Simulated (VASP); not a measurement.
# ZnO in VASP: notebook, part 2 of 2

VASP 6.6.1. The steps go on from the part before.

## (4) Single point, PBE

File INCAR:

```
PREC = Accurate
ENCUT = 520
EDIFF = 1E-7
ISMEAR = -1
SIGMA = 0.05
LREAL = F
LASPH = T
NELM = 80
ALGO = Normal
ISIF = 2
LWAVE = F
LCHARG = F
GGA = PE
NBANDS = 66
```

File KPOINTS:

```
regular mesh
0
Gamma
  2 2 1
```

File POSCAR:

```
ZnO
1.0
    5.5339020000      0.0000000000      0.0000000000
   -2.7669510000      5.3469200000      0.0000000000
    0.0000000000      0.0000000000     17.3926410000
Zn O
6 6
Direct
    0.3333271894      0.0000000000      0.0574955810
    0.6248164511      0.5960253754      0.0022825746
    1.0321457735     -0.2722875973      0.1907185918
    0.9324643702      0.2098217291      0.0435931495
    0.7312230095      0.0814674616      0.1924894557
    0.3938447254      0.5385343338      0.1500117205
    0.2759387814      0.5221697725      0.0490609793
    0.6300515365      0.2689398757      0.0026850436
    0.9143771139      0.8821527160      0.0337786539
    1.0253790845      0.4042888242      0.1733319281
    0.7365311089      0.7368728165      0.2091804229
    0.3824207698      0.0553963777      0.1732974308
```

Potentials or basis: VASP PAW PBE potentials, release 64 (Zn, O).

Run with:

```sh
$ cat potpaw_PBE.64/Zn/POTCAR potpaw_PBE.64/O/POTCAR > POTCAR
$ mpirun -np 1 vasp_std > vasp.out
```

OUTCAR:

```text
PREC = Accurate
   ENCUT = 520
   EDIFF = 1E-7
   ISMEAR = -1
   LREAL = F
   LASPH = T
   NELM = 80
   ISIF = 2
   GGA = PE

 ion  position               nearest neighbor table
   1  0.333  0.000  0.057-   8 1.94  12 2.04   9 2.13   3 2.88   4 2.97   4 3.03
   2  0.625  0.596  0.002-   9 1.82   7 1.95   8 1.98   6 2.82
   3  0.032  0.728  0.191-  11 1.69  10 1.95  12 2.06   6 2.81   1 2.88
   4  0.932  0.210  0.044-   9 1.94   7 1.97   8 2.00  10 2.48   5 2.78   1 2.97   1 3.03   6 3.04

[... 485 lines left out ...]

 VOLUME and BASIS-vectors are now :
 -----------------------------------------------------------------------------
  energy-cutoff  :      520.00
  volume of cell :      514.64
      direct lattice vectors                 reciprocal lattice vectors
     5.533902000  0.000000000  0.000000000     0.180704320  0.093511779  0.000000000
    -2.766951000  5.346920000  0.000000000     0.000000000  0.187023557  0.000000000
     0.000000000  0.000000000 17.392641000     0.000000000  0.000000000  0.057495581

 POSITION                                       TOTAL-FORCE (eV/Angst)
 -----------------------------------------------------------------------------------
      1.84460      0.00000      1.00000        -0.812767      0.069776     -0.354365
      1.80850      3.18690      0.03970         0.149417     -1.547223      0.202812
     -1.83565      3.89102      3.31710         3.531094      0.245254     -0.861243
      4.57960      1.12190      0.75820        -0.465927      0.703499     -0.717725
      3.82110      0.43560      3.34790         0.676790     -0.574091      0.469896
      0.68940      2.87950      2.60910         2.088342      0.401830      1.581007
      0.08220      2.79200      0.85330         0.318848      0.762874     -2.018614
      2.74250      1.43800      0.04670         0.203110     -0.511421      0.283558
      2.61920      4.71680      0.58750         1.354053      1.794986      0.431696
     -0.97820      2.16170      3.01470        -1.044771     -0.880018      1.220791
      2.03700      3.94000      3.63820        -5.499979      0.743216      0.297317
      1.96300      0.29620      3.01410        -0.498210     -1.208681     -0.535131
 -----------------------------------------------------------------------------------
    total drift:                               -0.002599     -0.000681     -0.002676

  FREE ENERGIE OF THE ION-ELECTRON SYSTEM (eV)
  ---------------------------------------------------
  free  energy   TOTEN  =       -48.2376915303 eV

  energy  without entropy=      -48.2376767553  energy(sigma->0) =      -48.23768414
```

stdout:

```text
POSCAR found type information on POSCAR ZnO
 POSCAR found :  2 types and      12 ions
 scaLAPACK will be used
 LDA part: xc-table for (Slater+PW92), standard interpolation
 POSCAR, INCAR and KPOINTS ok, starting setup
 FFT: planning ... GRIDC
 FFT: planning ... GRID_SOFT
 FFT: planning ... GRID
 WAVECAR not read
 entering main loop
```

It took 6.1 min on 1 thread of Intel Xeon Platinum 8488C (Sapphire Rapids), shared host; peak memory 0.63 GiB.

Results:

| Property | Result |
| --- | --- |
| Free energy | -48.2377 eV |
| Largest force | 5.558 eV/Å |
| Band gap on the k mesh | 1.07 eV |

Forces on the atoms (eV/Å):
```
Zn  -0.813  0.070 -0.354
Zn   0.149 -1.547  0.203
Zn   3.531  0.245 -0.861
Zn  -0.466  0.703 -0.718
Zn   0.677 -0.574  0.470
Zn   2.088  0.402  1.581
O    0.319  0.763 -2.019
O    0.203 -0.511  0.284
O    1.354  1.795  0.432
O   -1.045 -0.880  1.221
O   -5.500  0.743  0.297
O   -0.498 -1.209 -0.535
```

Caveat: the k points lie up to 0.64 Å⁻¹ apart.

## (5) Single point, PBE

File INCAR:

```
PREC     = Accurate       # precision mode
ENCUT    = 520            # plane-wave cutoff, eV
EDIFF    = 1E-6           # SCF threshold, eV
ISMEAR   = -1             # smearing method
SIGMA    = 0.05           # smearing width, eV
LREAL    = F              # projectors in reciprocal space
LASPH    = T              # aspherical terms in the spheres
NELM     = 100            # most SCF steps
ALGO     = Normal         # electronic algorithm
ISIF     = 2              # what is computed and relaxed
LWAVE    = F              # write WAVECAR
LCHARG   = T              # write CHGCAR
GGA      = PE             # functional
LELF     = T              # ELF
LVHAR    = T            
NBANDS   = 66             # bands
```

File KPOINTS:

```
Automatic mesh
0
Gamma
  2 2 1
```

File POSCAR:

```
ZnO
1.0
    5.5339020000      0.0000000000      0.0000000000
   -2.7669510000      5.3469200000      0.0000000000
    0.0000000000      0.0000000000     17.3926410000
Zn O
6 6
Direct
    0.3333271894      0.0000000000      0.0574955810
    0.6896509519      0.5707584927     -0.0034324862
    1.0051939770     -0.2460668946      0.1828876937
    0.9823687588      0.2816574776      0.0495094448
    0.7718147788      0.0892850463      0.2103303345
    0.4421678825      0.5558153105      0.1576356345
    0.3616269972      0.5728718589      0.0210376331
    0.6603098972      0.2651619998      0.0089118151
    0.9345410656      0.8311887965      0.0672180838
    1.0451779846      0.4146125246      0.1766034267
    0.7212618686      0.7459808637      0.2292406311
    0.4631746279      0.1092404599      0.1634656864
```

Run with:

```sh
$ cat potpaw_PBE.64/Zn/POTCAR potpaw_PBE.64/O/POTCAR > POTCAR
$ mpirun -np 1 vasp_std > vasp.out
```

Run time: 5.6 min. Hardware: 1 thread of Intel Xeon Platinum 8488C (Sapphire Rapids), shared host; peak memory 0.63 GiB.

The run converged. Its results:

| Item | Value |
| --- | --- |
| Free energy | -47.4553 eV |
| Largest force | 4.004 eV/Å |
| Band gap on the k mesh | 1.00 eV |

Forces in eV/Å, atoms in the order of the input:
```
Zn   0.392  0.053 -0.260
Zn  -0.580  1.427  0.640
Zn   3.586 -0.178 -1.771
Zn   0.831  0.870  0.145
Zn  -0.506 -0.034 -0.513
Zn  -0.750 -0.875 -0.508
O   -1.632 -0.568  1.502
O    0.905 -2.343 -0.419
O    0.695  1.274 -0.270
O    0.517  0.643 -0.504
O   -2.504  0.798  1.332
O   -0.954 -1.067  0.626
```

Levels at points of the mesh, in eV from the valence-band top:
```csv
k point,band 51,band 52,band 53,band 54,band 55,band 56,band 57,band 58
"(0.00, 0.00, 0.00)",-0.37,-0.24,-0.19,0.00,1.00,2.89,4.39,4.88
"(0.50, 0.00, 0.00)",-0.51,-0.36,-0.30,-0.12,3.15,3.42,3.79,4.36
"(0.50, 0.50, 0.00)",-0.56,-0.35,-0.29,-0.14,3.05,3.39,4.06,4.18
"(0.00, 0.50, 0.00)",-0.62,-0.53,-0.32,-0.04,3.01,3.31,3.94,4.12
```

Caveat: the k points lie up to 0.64 Å⁻¹ apart; the atoms stand as in a frame of molecular dynamics.

## (6) Single point, PBE

File INCAR:

```
ALGO = Normal
EDIFF = 1E-7
ENCUT = 520
GGA = PE
ISIF = 2
ISMEAR = -1
LASPH = True
LCHARG = True
LELF = True
LREAL = False
LVHAR = True
LWAVE = False
NBANDS = 66
NELM = 80
PREC = Accurate
SIGMA = 0.05
```

File KPOINTS:

```
k-points
0
Gamma
  2 2 1
```

File POSCAR:

```
ZnO
1.0
    5.5339020000      0.0000000000      0.0000000000
   -2.7669510000      5.3469200000      0.0000000000
    0.0000000000      0.0000000000     17.3926410000
Zn O
6 6
Direct
    0.3333271894      0.0000000000      0.0574955810
    0.7309788591      0.5478107022      0.0094177762
    1.0581256632     -0.2025465128      0.1693129870
    1.0480183346      0.3650699842      0.0400111748
    0.7933584753      0.1210603488      0.2195756240
    0.4289710141      0.4955937250      0.1813008157
    0.4164853315      0.5897787885      0.0607843283
    0.6962182198      0.2540715028     -0.0091245487
    0.9723379900      0.8939164977      0.0511768167
    1.0339780970      0.4624344482      0.1881830367
    0.7512821104      0.7762412754      0.2169135786
    0.4150940018      0.1057805241      0.1644143635
```

Potentials or basis: VASP PAW PBE potentials, release 64 (Zn, O).

Run with:

```sh
$ cat potpaw_PBE.64/Zn/POTCAR potpaw_PBE.64/O/POTCAR > POTCAR
$ mpirun -np 1 vasp_std > vasp.out
```

Wall time 5.9 min (1 thread of Intel Xeon Platinum 8488C (Sapphire Rapids), shared host); peak memory 0.63 GiB.

The run converged. Its results:

```
Free energy            : -47.6012 eV
Largest force          : 5.092 eV/Å
Band gap on the k mesh : 1.08 eV
```

Forces in eV/Å, atoms in the order of the input:
```
Zn   2.836  1.363 -1.358
Zn  -2.516  4.182  1.453
Zn   0.575 -0.259  0.444
Zn   0.570 -0.595  0.241
Zn  -0.683 -0.351 -1.494
Zn  -0.632 -0.302 -0.944
O   -0.523 -0.826 -0.312
O    1.301 -2.777  0.168
O   -0.789 -1.095 -0.710
O    1.149 -1.125  0.126
O   -1.636  1.099  1.238
O    0.349  0.685  1.148
```

Levels at points of the mesh, in eV from the valence-band top:
```csv
k point,band 51,band 52,band 53,band 54,band 55,band 56,band 57,band 58
"(0.00, 0.00, 0.00)",-0.54,-0.51,-0.38,0.00,1.08,2.69,4.52,5.02
"(0.50, 0.00, 0.00)",-0.70,-0.60,-0.27,-0.04,3.04,3.45,3.71,4.67
"(0.50, 0.50, 0.00)",-0.64,-0.58,-0.30,-0.24,3.12,3.32,3.88,4.29
"(0.00, 0.50, 0.00)",-0.82,-0.65,-0.38,-0.24,3.16,3.35,3.82,4.24
```

Caveat: the k points lie up to 0.64 Å⁻¹ apart; the atoms stand as in a frame of molecular dynamics.

## (7) The runs side by side

| cell | gap on the mesh (eV) | largest force (eV/Å) |
| --- | --- | --- |
| as given, atomic positions A | 0.72 | 2.00 |
| as given, atomic positions B | 0.97 | 2.29 |
| as given, atomic positions C | 1.07 | 5.56 |
| as given, atomic positions D | 1.00 | 4.00 |
| as given, atomic positions E | 1.08 | 5.09 |

Alike in all rows: task single point; level PBE; potentials or basis VASP PAW PBE potentials, release 64 (Zn, O); no spin polarisation; k mesh 2 × 2 × 1; cutoff (eV) 520; smearing fermi-dirac 0.05 eV.

Caveats: all runs use coarse meshes; the atoms stand as in a frame of molecular dynamics (at least some runs).

Total energies depend on the potentials used, so only differences within one code and one set of settings carry meaning.
